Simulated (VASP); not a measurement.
# C (R-3m) in VASP: a series of runs, part 2 of 2

VASP 6.6.1. Earlier steps stand in the parts before.

## 3. Single point, PBE

This run uses another cell than the first one: it holds 3 atoms, not 12.

Input file INCAR:

```
SYSTEM = C
PREC = Accurate
ENCUT = 520
EDIFF = 1E-6
ISMEAR = 0
SIGMA = 0.1
LREAL = .False.
LASPH = .True.
NELM = 80
ALGO = Normal
ISIF = 2
LWAVE = .False.
LCHARG = .False.
GGA = PE
NBANDS = 13
```

Input file KPOINTS:

```
Automatic mesh
0
Gamma
  9 9 9
  0 0 0
```

Input file POSCAR:

```
C
1.0
    1.2567104804      0.7255621342      4.0782635181
   -1.2567104804      0.7255621342      4.0782635181
    0.0000000000     -1.4511242684      4.0782635181
C
3
Direct
    0.0000000000      0.0000000000      0.0000000000
    0.2625466509      0.2625466509      0.2625466509
    0.7374533491      0.7374533491      0.7374533491
```

Potentials or basis: VASP PAW PBE potentials, release 64 (C).

The run is started by

```console
$ cat potpaw_PBE.64/C/POTCAR > POTCAR
$ mpirun -np 1 vasp_std > vasp.out
```

Run time: 13 s. Hardware: 1 thread of Intel Xeon 6975P-C (Granite Rapids), shared host; peak memory 0.17 GiB.

The run converged. Its results:

```
Free energy            : -18.8742 eV
Pressure               : 0.0 GPa
Largest force          : 0.058 eV/Å
Band gap on the k mesh : zero (band 6 reaches 8.41 eV, above the bottom of band 7 at 6.15 eV)
```

Forces on the atoms (eV/Å):
```
C    0.000  0.000  0.000
C    0.000  0.000 -0.058
C    0.000  0.000  0.058
```

Levels at points of the mesh, in eV from the Fermi level:
| k point | band 3 | band 4 | band 5 | band 6 | band 7 | band 8 | band 9 | band 10 |
| --- | --- | --- | --- | --- | --- | --- | --- | --- |
| (0.00, 0.00, 0.00) | -7.18 | -1.73 | -1.73 | 1.37 | 1.37 | 3.00 | 7.70 | 7.70 |

## 4. Single point, PBE

This run uses another cell than the first one: it holds 3 atoms, not 12.

Input file INCAR:

```
  PREC = Accurate
  ENCUT = 520
  EDIFF = 1E-6
  ISMEAR = 0
  SIGMA = 0.1
  LREAL = False
  LASPH = True
  NELM = 60
  ALGO = Normal
  ISIF = 2
  LWAVE = False
  LCHARG = True
  GGA = PE
  LELF = True
  LVHAR = True
  NBANDS = 13
```

Input file KPOINTS:

```
regular mesh
0
Gamma
  9 9 9
```

Input file POSCAR:

```
C
1.0
    1.3144610043      0.7589044146      6.3527075546
   -1.3144610043      0.7589044146      6.3527075546
    0.0000000000     -1.5178088294      6.3527075546
C
3
Direct
    0.0000000000      0.0000000000      0.0000000000
    0.2222200000      0.2222200000      0.2222200000
    0.7777800000      0.7777800000      0.7777800000
```

Potentials or basis: VASP PAW PBE potentials, release 64 (C).

The run is started by

```console
$ cat potpaw_PBE.64/C/POTCAR > POTCAR
$ mpirun -np 1 vasp_std > vasp.out
```

OUTCAR:

```text
PREC = Accurate
   ENCUT = 520
   EDIFF = 1E-6
   ISMEAR = 0
   LREAL = False
   LASPH = True
   NELM = 60
   ISIF = 2
   GGA = PE

 ion  position               nearest neighbor table
   1  0.000  0.000  0.000-
   2  0.222  0.222  0.222-
   3  0.778  0.778  0.778-

  LATTYP: Found a trigonal (rhomboedric) cell.
 ALAT       =     6.5315110745
 COS(alpha) =     0.9189975651

  Lattice vectors:

 A1 = (   1.3144610043,   0.7589044146,   6.3527075546)
 A2 = (  -1.3144610043,   0.7589044146,   6.3527075546)
 A3 = (   0.0000000000,  -1.5178088294,   6.3527075546)

Analysis of symmetry for initial positions (statically):
=====================================================================
 Subroutine PRICEL returns:
 Original cell was already a primitive cell.

 Routine SETGRP: Setting up the symmetry group for a
 trigonal (rhombohedral) supercell.

 Subroutine GETGRP returns: Found 12 space group operations
 (whereof 12 operations were pure point group operations)
 out of a pool of 12 trial point group operations.

The static configuration has the point symmetry D_3d.

Analysis of symmetry for dynamics (positions and initial velocities):
[... 170 lines left out ...]
  band No.  band energies     occupation
      1     -11.3381      2.00000
      2      -8.5425      2.00000
      3      -8.5360      2.00000
      4       0.3701      2.00000
      5       0.3717      2.00000
      6       5.4530      0.00000
      7       5.4530      0.00000
      8       5.4667      0.00000
      9       5.4667      0.00000
     10       6.1543      0.00000
     11       6.1543      0.00000
     12       6.3192      0.00000
     13      18.9886      0.00000
[... 354 lines left out ...]
  band No.  band energies     occupation
      1      -7.0614      2.00000
      2      -6.3740      2.00000
      3      -4.9932      2.00000
      4      -2.0772      2.00000
      5      -1.3323      2.00000
      6       0.1931      2.00000
      7       1.8417      0.20604
      8       3.3095      0.00000
      9       3.6640      0.00000
     10       4.6926      0.00000
     11       4.7652      0.00000
     12       4.8549      0.00000
     13      14.8043      0.00000

 [... further k-points ...]
[... 5 lines left out ...]
  --------------------------------------------------------------------------------------
  -------------------------------------------------------------------------------------
  Total       -6.9859911     -6.9859911     -7.0231104     -0.0000000      0.0000000      0.0000000
  in kB     -294.3701104   -294.3701104   -295.9342135     -0.0000000      0.0000000      0.0000000
  external PRESSURE =    -294.8914781 kB  Pullay stress =       0.0000000 kB

 VOLUME and BASIS-vectors are now :
 -----------------------------------------------------------------------------
  energy-cutoff  :      520.00
  volume of cell :       38.02
      direct lattice vectors                 reciprocal lattice vectors
     1.314461004  0.758904415  6.352707555     0.380384050  0.219614833  0.052471065
    -1.314461004  0.758904415  6.352707555    -0.380384050  0.219614833  0.052471065
     0.000000000 -1.517808829  6.352707555     0.000000000 -0.439229667  0.052471065

 POSITION                                       TOTAL-FORCE (eV/Angst)
 -----------------------------------------------------------------------------------
      0.00000      0.00000      0.00000         0.000000     -0.000000     -0.000000
      0.00000     -0.00000      4.23510         0.000000     -0.000000      0.113664
      0.00000     -0.00000     14.82303         0.000000      0.000000     -0.113664
 -----------------------------------------------------------------------------------
    total drift:                               -0.000000     -0.000000      0.000000

  FREE ENERGIE OF THE ION-ELECTRON SYSTEM (eV)
  ---------------------------------------------------
  free  energy   TOTEN  =       -11.7061309511 eV

  energy  without entropy=      -11.6980771511  energy(sigma->0) =      -11.70210405
```

stdout:

```text
POSCAR found type information on POSCAR C
 POSCAR found :  1 types and       3 ions
 scaLAPACK will be used
 LDA part: xc-table for (Slater+PW92), standard interpolation
 POSCAR, INCAR and KPOINTS ok, starting setup
 FFT: planning ... GRIDC
 FFT: planning ... GRID_SOFT
 FFT: planning ... GRID
 WAVECAR not read
 entering main loop
```

Run time: 90 s. Hardware: 1 thread of Intel Xeon 6975P-C (Granite Rapids), shared host; peak memory 0.29 GiB.

What came out:

```yaml
Free_energy: -11.7061 eV
Pressure: -29.5 GPa
Largest_force: 0.114 eV/Å
Band_gap_on_the_k_mesh: zero (band 6 reaches 5.45 eV, above the bottom of band 7 at 0.08 eV)
```

Forces in eV/Å, atoms in the order of the input:
```
C    0.000  0.000  0.000
C    0.000  0.000  0.114
C    0.000  0.000 -0.114
```

## 5. Overview

```csv
cell,gap on the mesh (eV),pressure (GPa),largest force (eV/Å)
"a = 8.525 Å, angles 35.1°, 12 atoms",none,0.2,0.10
"a = 4.329 Å, angles 33.8°, 3 atoms",none,0.0,0.06
"a = 6.532 Å, angles 23.2°, 3 atoms",none,-29.5,0.11
```

Alike in all rows: task single point; level PBE; potentials or basis VASP PAW PBE potentials, release 64 (C); no spin polarisation; k mesh 9 × 9 × 9; cutoff (eV) 520; smearing gaussian 0.1 eV.

Absolute energies hang on the potentials; compare differences alone.
